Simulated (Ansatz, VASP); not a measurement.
Two plane-wave programs on TaTe

Contents of INCAR:

```
PREC = Accurate
ENCUT = 520
EDIFF = 1E-6
ISMEAR = 0
SIGMA = 0.05
LREAL = F
LASPH = T
NELM = 150
ALGO = Fast
ISIF = 2
LWAVE = F
LCHARG = F
ISPIN = 2
MAGMOM = 2 -2 0 0
LORBIT = 11
LMAXMIX = 4
GGA = PE
NBANDS = 29
```

KPOINTS

```
regular mesh
0
Gamma
  10 10 5
```

POSCAR

```
TaTe
1.0
    0.0000000000      2.8479472292      2.8479472292
    5.6958944584      2.8479472292      2.8479472292
    5.6958944584      5.6958944584      0.0000000000
Ta Te
2 2
Direct
    0.5000000000      0.5000000000      0.0000000000
    0.5000000000      0.5000000000      0.5000000000
    0.0000000000      0.0000000000      0.0000000000
    0.0000000000      0.0000000000      0.5000000000
```

Input for Ansatz:

```yaml
crystal:
  lattice:
    - [0.0, 2.8479472292, 2.8479472292]
    - [5.6958944584, 2.8479472292, 2.8479472292]
    - [5.6958944584, 5.6958944584, 0.0]
  atoms:
    - { symbol: Ta, position: [0.5, 0.5, 0.0], spin: 2.0 }
    - { symbol: Te, position: [0.0, 0.0, 0.0] }
    - { symbol: Ta, position: [0.5, 0.5, 0.5], spin: -2.0 }
    - { symbol: Te, position: [0.0, 0.0, 0.5] }
basis:
  ecutwfc: 420
  ecutrho_ratio: 4
kpoints:
  mp_grid: { grid: [10, 10, 5] }
hamiltonian:
  xc: pbe
scf:
  occupations: { method: gaussian, width: 0.05 }
output:
  forces: true
  stress: true
  eigenvalues: true
  populations: true
magnetization:
  spin_polarized: true
```

Alike in both runs: task single point; functional PBE; k mesh 10 × 10 × 5; occupations gaussian, width 0.05 eV; collinear spin.

```csv
,VASP,Ansatz
version,VASP 6.6.1,Ansatz 0.2.0
potentials or method,"VASP PAW PBE potentials, release 64 (Ta_pv, Te), cutoff 520 eV","scalar-relativistic, plane waves, PAW"
valence electrons in the cell,34,58
```

|  | VASP | Ansatz | Ansatz less VASP |
| --- | --- | --- | --- |
| gap on the k mesh at the Fermi level (eV) | none | none | - |
| pressure (GPa) | 0.5 | 0.5 | -0.05 |
| net moment per atom (μB) | 0.00 | 0.00 | 0.000 |
| size of the moment on the site where the two differ most (μB) | 0.49 | 0.47 | -0.021 |

Site moments also hang on the region over which each program counts them. A gap of «none» marks a metal or a gap that the smearing closes. VASP's potentials hold 34 valence electrons a cell and Ansatz's 58, so a difference there can come from the potentials and not from the codes.

Neither program's run includes spin-orbit coupling.
